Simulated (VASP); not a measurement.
Wanted: the native input for a VASP 6.6.1 run.

| Property | Result |
| --- | --- |
| Task | single point |
| Functional | r2SCAN |
| Potentials or basis | VASP PAW PBE potentials, release 64 (Li_sv, Cl) |
| Cutoff | 830 eV |
| k mesh | 4 × 4 × 4 |
| Occupations | gaussian, width 0.01 eV |
| Spin | no spin polarisation |
| Dipole correction | no |
| Further INCAR settings | ALGO = Normal; EDIFF = 1e-06; NBANDS = 12 |

Crystal: LiCl.

```
Li Cl
1.0
     0.00000    2.55604    2.55604
     2.55604    0.00000    2.55604
     2.55604    2.55604    0.00000
Li Cl
1 1
Direct
  0.00000 0.00000 0.00000
  0.50000 0.50000 0.50000
```

These files were run (other wordings do the same):

POSCAR

```
LiCl
1.0
    0.0000000000      2.5560369926      2.5560369926
    2.5560369926      0.0000000000      2.5560369926
    2.5560369926      2.5560369926      0.0000000000
Li Cl
1 1
Direct
    0.0000000000      0.0000000000      0.0000000000
    0.5000000000      0.5000000000      0.5000000000
```

INCAR.step1

```
SYSTEM = LiCl
PREC = Accurate ; ENCUT = 830
ISMEAR = 0 ; SIGMA = 0.01
LREAL = .FALSE. ; LASPH = .TRUE.
NELM = 120 ; NBANDS = 12
GGA = PE ; ALGO = Normal
EDIFF = 1E-5 ; LWAVE = .TRUE.
LCHARG = .FALSE. ; GGA_COMPAT = .FALSE.
```

INCAR.step2

```
SYSTEM = LiCl
PREC = Accurate ; ENCUT = 830
EDIFF = 1E-6 ; ISMEAR = 0
SIGMA = 0.01 ; LREAL = .FALSE.
LASPH = .TRUE. ; NELM = 120
ALGO = Normal ; ISIF = 2
LWAVE = .FALSE. ; LCHARG = .TRUE.
METAGGA = R2SCAN ; LMIXTAU = .TRUE.
LELF = .TRUE. ; LVHAR = .TRUE.
NBANDS = 12 ; ISTART = 1
GGA_COMPAT = .FALSE.
```

KPOINTS

```
Automatic mesh
0
G
  4 4 4
  0 0 0
```

Potentials or basis: VASP PAW PBE potentials, release 64 (Li_sv, Cl).

Launch:

```bash
$ cat potpaw_PBE.64/Li_sv/POTCAR potpaw_PBE.64/Cl/POTCAR > POTCAR
$ cp INCAR.step1 INCAR
$ mpirun -np 1 vasp_std > vasp.out
$ cp INCAR.step2 INCAR
$ mpirun -np 1 vasp_std > vasp.out
```

Results of the run:

The pressure is -0.4 GPa and the band gap on the k mesh is 7.36 eV.

Caveat: the k points lie up to 0.53 Å⁻¹ apart; the PAW data sets were made with another functional, which shifts forces and pressure a little.

It took 74 s on 1 thread of Intel Xeon 8259CL, on a shared host, peak memory 0.21 GiB.
